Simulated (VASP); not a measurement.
# Sc3Al (P4/mmm) in VASP: further runs, part 2 of 2

VASP 6.6.1. Earlier steps stand in the parts before.

## Step 3: Single point, PBEsol (strain -0.1125 x Voigt [1, 1, 0, 0, 0, 0])

File INCAR:

```
SYSTEM = Sc3Al
ALGO = Fast ; EDIFF = 1E-6
ENCUT = 520 ; GGA = PS
ISIF = 2 ; ISMEAR = 0
LASPH = .True. ; LCHARG = .False.
LREAL = .False. ; LWAVE = .False.
NBANDS = 26 ; NELM = 100
PREC = Accurate ; SIGMA = 0.15
```

File KPOINTS:

```
k-points
0
Gamma
  12 12 12
  0 0 0
```

File POSCAR:

```
Sc3Al
1.0
    3.8826305608      0.0000000000      0.0000000000
    0.0000000000      3.8826305608      0.0000000000
    0.0000000000      0.0000000000      4.3747949981
Sc Al
3 1
Direct
    0.5000000000      0.0000000000      0.5000000000
    0.0000000000      0.5000000000      0.5000000000
    0.5000000000      0.5000000000      0.0000000000
    0.0000000000      0.0000000000      0.0000000000
```

Potentials or basis: VASP PAW PBE potentials, release 64 (Sc_sv, Al).

The run is started by

```bash
cat potpaw_PBE.64/Sc_sv/POTCAR potpaw_PBE.64/Al/POTCAR > POTCAR
mpirun -np 1 vasp_std > vasp.out
```

Wall time 3 min (1 thread of Intel Xeon 6975P-C (Granite Rapids), shared host); peak memory 0.38 GiB.

Results (log left out):

```
Free energy            : -23.6056 eV
Pressure               : 24.9 GPa
Band gap on the k mesh : zero (bands 18 and 19 overlap by 1.08 eV)
```

Stress tensor (GPa, compression positive):
```
29.28  0.00  0.00
 0.00 29.28  0.00
 0.00  0.00 16.16
```

Levels at points of the mesh, in eV from the Fermi level:
| k point | band 15 | band 16 | band 17 | band 18 | band 19 | band 20 | band 21 | band 22 |
| --- | --- | --- | --- | --- | --- | --- | --- | --- |
| (0.00, 0.00, 0.00) | -1.69 | -1.23 | -0.74 | -0.74 | -0.58 | 0.31 | 2.08 | 2.08 |
| (0.50, 0.00, 0.00) | -1.53 | -1.52 | -0.52 | 0.17 | 0.20 | 0.84 | 1.64 | 1.87 |
| (0.50, 0.50, 0.00) | -2.56 | -1.80 | -0.58 | -0.13 | 0.47 | 0.47 | 1.16 | 1.16 |
| (0.00, 0.00, 0.50) | -2.01 | -0.56 | -0.56 | -0.20 | 0.02 | 1.11 | 1.59 | 1.59 |
| (0.50, 0.00, 0.50) | -2.92 | -1.02 | -0.94 | 0.35 | 0.56 | 0.76 | 1.69 | 1.79 |
| (0.50, 0.50, 0.50) | -1.50 | -1.50 | -0.79 | -0.79 | -0.58 | 1.32 | 1.32 | 1.69 |

Caveat: the cell differs from its parent crystal (strain -0.1125 x Voigt [1, 1, 0, 0, 0, 0]); the cell stands under pressure; the PAW data sets were made with another functional, which shifts forces and pressure a little.

## Step 4: Single point, PBEsol (strain -0.0750 x Voigt [1, 1, 0, 0, 0, 0])

File INCAR:

```
  PREC = Accurate
  ENCUT = 520
  EDIFF = 1E-6
  ISMEAR = 0
  SIGMA = 0.15
  LREAL = F
  LASPH = T
  NELM = 60
  ALGO = Fast
  ISIF = 2
  LWAVE = F
  LCHARG = F
  GGA = PS
  NBANDS = 26
```

File KPOINTS:

```
Automatic mesh
0
Gamma
  12 12 12
```

Edit POSCAR of step 3 so:

```diff
@@ -2,4 +2,4 @@
 1.0
-    3.8826305608      0.0000000000      0.0000000000
-    0.0000000000      3.8826305608      0.0000000000
+    4.0466853732      0.0000000000      0.0000000000
+    0.0000000000      4.0466853732      0.0000000000
     0.0000000000      0.0000000000      4.3747949981
```

The run is started by

```bash
cat potpaw_PBE.64/Sc_sv/POTCAR potpaw_PBE.64/Al/POTCAR > POTCAR
mpirun -np 1 vasp_std > vasp.out
```

Run time: 3.2 min. Hardware: 1 thread of Intel Xeon 6975P-C (Granite Rapids), shared host; peak memory 0.4 GiB.

The run converged. Its results:

* Free energy: -24.4096 eV
* Pressure: 14.1 GPa
* Band gap on the k mesh: zero (bands 18 and 19 overlap by 1.27 eV)

Stress tensor (GPa, compression positive):
```
16.53  0.00  0.00
 0.00 16.53  0.00
 0.00  0.00  9.32
```

Levels at points of the mesh, in eV from the Fermi level:
```tsv
k point	band 14	band 15	band 16	band 17	band 18	band 19	band 20	band 21	band 22	band 23
(0.00, 0.00, 0.00)	-2.93	-1.45	-1.16	-0.64	-0.64	-0.52	0.42	1.53	1.53	2.63
(0.50, 0.00, 0.00)	-4.11	-1.50	-1.28	-0.65	0.12	0.18	0.85	1.35	1.77	2.18
(0.50, 0.50, 0.00)	-2.69	-2.69	-1.49	-0.95	0.01	0.47	0.47	1.15	1.15	2.42
(0.00, 0.00, 0.50)	-4.30	-1.76	-0.67	-0.67	-0.09	0.09	1.33	1.33	1.33	1.90
(0.50, 0.00, 0.50)	-2.98	-2.91	-1.23	-0.96	0.43	0.53	0.56	1.46	1.55	1.94
(0.50, 0.50, 0.50)	-1.65	-1.52	-1.52	-0.95	-0.95	-0.82	1.20	1.41	1.41	2.14
```

Caveat: the cell differs from its parent crystal (strain -0.0750 x Voigt [1, 1, 0, 0, 0, 0]); the cell stands under pressure; the PAW data sets were made with another functional, which shifts forces and pressure a little.

## Step 5: Single point, PBEsol (strain +0.0750 x Voigt [1, 1, 0, 0, 0, 0])

File INCAR:

```
SYSTEM = Sc3Al
  PREC = Accurate
  ENCUT = 520
  EDIFF = 1E-6
  ISMEAR = 0
  SIGMA = 0.15
  LREAL = .FALSE.
  LASPH = .TRUE.
  NELM = 80
  ALGO = Fast
  ISIF = 2
  LWAVE = .FALSE.
  LCHARG = .FALSE.
  GGA = PS
  NBANDS = 26
```

File KPOINTS:

```
regular mesh
0
G
  12 12 12
  0 0 0
```

Edit POSCAR of step 4 so:

```diff
@@ -2,4 +2,4 @@
 1.0
-    4.0466853732      0.0000000000      0.0000000000
-    0.0000000000      4.0466853732      0.0000000000
+    4.7029046230      0.0000000000      0.0000000000
+    0.0000000000      4.7029046230      0.0000000000
     0.0000000000      0.0000000000      4.3747949981
```

The run is started by

```bash
cat potpaw_PBE.64/Sc_sv/POTCAR potpaw_PBE.64/Al/POTCAR > POTCAR
mpirun -np 1 vasp_std > vasp.out
```

Wall time 4.8 min (1 thread of Intel Xeon 6975P-C (Granite Rapids), shared host); peak memory 0.51 GiB.

Results (log left out):

- Free energy: -24.5896 eV
- Pressure: -7.4 GPa
- Band gap on the k mesh: zero (bands 18 and 19 overlap by 1.50 eV)

Stress tensor (GPa, compression positive):
```
-8.51  0.00  0.00
 0.00 -8.51  0.00
 0.00  0.00 -5.20
```

Levels at points of the mesh, in eV from the Fermi level:
| k point | band 15 | band 16 | band 17 | band 18 | band 19 | band 20 | band 21 | band 22 |
| --- | --- | --- | --- | --- | --- | --- | --- | --- |
| (0.00, 0.00, 0.00) | -0.99 | -0.76 | -0.38 | -0.25 | -0.25 | 0.19 | 0.19 | 1.06 |
| (0.50, 0.00, 0.00) | -1.16 | -0.87 | -0.39 | 0.12 | 0.18 | 0.62 | 0.98 | 1.24 |
| (0.50, 0.50, 0.00) | -2.80 | -1.76 | -0.51 | 0.41 | 0.52 | 0.52 | 1.15 | 1.15 |
| (0.00, 0.00, 0.50) | -1.07 | -0.85 | -0.85 | 0.21 | 0.22 | 0.62 | 0.62 | 1.41 |
| (0.50, 0.00, 0.50) | -2.59 | -1.52 | -0.90 | 0.07 | 0.36 | 0.43 | 0.84 | 0.97 |
| (0.50, 0.50, 0.50) | -1.43 | -1.41 | -1.18 | -1.09 | -1.09 | 0.19 | 0.98 | 1.37 |

Caveat: the cell differs from its parent crystal (strain +0.0750 x Voigt [1, 1, 0, 0, 0, 0]); the cell stands under tension; the PAW data sets were made with another functional, which shifts forces and pressure a little.

## Step 6: Single point, PBEsol (strain +0.1125 x Voigt [1, 1, 0, 0, 0, 0])

File INCAR:

```
SYSTEM = Sc3Al
PREC     = Accurate       ! precision mode
ENCUT    = 520            ! plane-wave cutoff, eV
EDIFF    = 1E-6           ! SCF threshold, eV
ISMEAR   = 0              ! smearing method
SIGMA    = 0.15           ! smearing width, eV
LREAL    = .False.        ! projectors in reciprocal space
LASPH    = .True.         ! aspherical terms in the spheres
NELM     = 100            ! most SCF steps
ALGO     = Fast           ! electronic algorithm
ISIF     = 2              ! what is computed and relaxed
LWAVE    = .False.        ! write WAVECAR
LCHARG   = .False.        ! write CHGCAR
GGA      = PS             ! functional
NBANDS   = 26             ! bands
```

File KPOINTS:

```
regular mesh
0
Gamma
  12 12 12
  0 0 0
```

Edit POSCAR of step 5 so:

```diff
@@ -2,4 +2,4 @@
 1.0
-    4.7029046230      0.0000000000      0.0000000000
-    0.0000000000      4.7029046230      0.0000000000
+    4.8669594354      0.0000000000      0.0000000000
+    0.0000000000      4.8669594354      0.0000000000
     0.0000000000      0.0000000000      4.3747949981
```

Potentials or basis: VASP PAW PBE potentials, release 64 (Sc_sv, Al).

The run is started by

```bash
cat potpaw_PBE.64/Sc_sv/POTCAR potpaw_PBE.64/Al/POTCAR > POTCAR
mpirun -np 1 vasp_std > vasp.out
```

Wall time 4.3 min (1 thread of Intel Xeon 6975P-C (Granite Rapids), shared host); peak memory 0.53 GiB.

Results (log left out):

- Free energy: -24.1721 eV
- Pressure: -9.6 GPa
- Band gap on the k mesh: zero (bands 18 and 19 overlap by 1.54 eV)

Stress tensor (GPa, compression positive):
```
-10.88   0.00   0.00
  0.00 -10.88   0.00
  0.00   0.00  -6.97
```

Levels at points of the mesh, in eV from the Fermi level:
```
           k point  band 15  band 16  band 17  band 18  band 19  band 20  band 21  band 22
(0.00, 0.00, 0.00)    -0.97    -0.65    -0.36    -0.16    -0.16     0.01     0.01     1.24
(0.50, 0.00, 0.00)    -1.06    -0.88    -0.20     0.15     0.15     0.51     1.00     1.08
(0.50, 0.50, 0.00)    -2.77    -1.84    -0.32     0.48     0.53     0.53     1.14     1.14
(0.00, 0.00, 0.50)    -0.95    -0.85    -0.85     0.22     0.27     0.51     0.51     1.32
(0.50, 0.00, 0.50)    -2.47    -1.50    -0.85     0.03     0.29     0.39     0.72     0.91
(0.50, 0.50, 0.50)    -1.37    -1.37    -1.17    -1.06    -1.06     0.10     0.80     1.28
```

Caveat: the cell differs from its parent crystal (strain +0.1125 x Voigt [1, 1, 0, 0, 0, 0]); the cell stands under tension; the PAW data sets were made with another functional, which shifts forces and pressure a little.

## Step 7: Overview

```csv
cell,further INCAR settings,gap on the mesh (eV),pressure (GPa)
"a = 3.719, b = 3.719, c = 4.375 Å, 4 atoms",ALGO = Fast; EDIFF = 1e-07; NBANDS = 26,none,39.2
"a = 3.883, b = 3.883, c = 4.375 Å, 4 atoms",ALGO = Fast; EDIFF = 1e-06; NBANDS = 26,none,24.9
"a = 4.047, b = 4.047, c = 4.375 Å, 4 atoms",ALGO = Fast; EDIFF = 1e-06; NBANDS = 26,none,14.1
"a = 4.703, b = 4.703, c = 4.375 Å, 4 atoms",ALGO = Fast; EDIFF = 1e-06; NBANDS = 26,none,-7.4
"a = 4.867, b = 4.867, c = 4.375 Å, 4 atoms",ALGO = Fast; EDIFF = 1e-06; NBANDS = 26,none,-9.6
```

Alike in all rows: task single point; level PBEsol; potentials or basis VASP PAW PBE potentials, release 64 (Sc_sv, Al); no spin polarisation; k mesh 12 × 12 × 12; cutoff (eV) 520; smearing gaussian 0.15 eV.

Caveats: the PAW data sets were made with another functional, which shifts forces and pressure a little; the cell stands under pressure (at least some runs); the cell stands under tension (at least some runs).

Total energies depend on the potentials used, so only differences within one code and one set of settings carry meaning.
